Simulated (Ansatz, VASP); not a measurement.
**One calculation of O, two programs**

INCAR

```
SYSTEM = O
PREC     = Accurate       ! precision mode
ENCUT    = 520            ! plane-wave cutoff, eV
EDIFF    = 1E-6           ! SCF threshold, eV
ISMEAR   = -1             ! smearing method
SIGMA    = 0.05           ! smearing width, eV
LREAL    = .FALSE.        ! projectors in reciprocal space
LASPH    = .TRUE.         ! aspherical terms in the spheres
NELM     = 100            ! most SCF steps
ALGO     = Normal         ! electronic algorithm
ISIF     = 2              ! what is computed and relaxed
LWAVE    = .FALSE.        ! write WAVECAR
LCHARG   = .FALSE.        ! write CHGCAR
GGA      = PE             ! functional
NBANDS   = 13             ! bands
```

KPOINTS

```
Automatic mesh
0
G
  12 12 12
  0 0 0
```

File POSCAR:

```
O
1.0
    0.0000000000      1.9024011595      3.9246578651
    1.5117188064      0.0000000000      3.9246578651
    1.5117188064      1.9024011595      0.0000000000
O
2
Direct
    0.5789020000      0.5789020000      0.4210980000
    0.4210980000      0.4210980000      0.5789020000
```

input.yaml

```yaml
crystal:
  lattice:
    - [0.0, 1.9024011595, 3.9246578651]
    - [1.5117188064, 0.0, 3.9246578651]
    - [1.5117188064, 1.9024011595, 0.0]
  atoms:
    - { symbol: O, position: [0.578902, 0.578902, 0.421098] }
    - { symbol: O, position: [0.421098, 0.421098, 0.578902] }
kpoints:
  mp_grid: { grid: [12, 12, 12] }
scf:
  occupations: { method: fermi_dirac, width: 0.05 }
hamiltonian:
  xc: pbe
  pseudopotentials: { kind: all_electron, lapw: { basis_error: 0.0005 } }
output:
  forces: true
  stress: true
  eigenvalues: true
```

Change from the starting cell: volume scaled by 1.02.

Alike in both runs: task single point; functional PBE; k mesh 12 × 12 × 12; occupations fermi-dirac, width 0.05 eV; no spin polarisation.

```csv
,VASP,Ansatz
version,VASP 6.6.1,Ansatz 0.2.0
potentials or method,"VASP PAW PBE potentials, release 64 (O), cutoff 520 eV","all-electron LAPW, scalar-relativistic"
```

```tsv
	VASP	Ansatz	Ansatz less VASP
gap on the k mesh at the Fermi level (eV)	none	none	-
pressure (GPa)	-1.4	-4.1	-2.66
traceless stress, the component that is largest in VASP (GPa)	2.87	5.86	+2.986
rms of the force components (eV/Å)	0.388	0.983	+0.5955
```

Atom by atom the forces differ by 0.596 eV/Å (rms over components). A gap of «none» marks a metal or a gap that the smearing closes. Ansatz ran all-electron here, and VASP with PAW potentials.

Noted on VASP's run: the standard files for N, O and F lose accuracy on very short bonds; spin is off for a triplet molecule. Noted on Ansatz's run: spin is off for a triplet molecule.
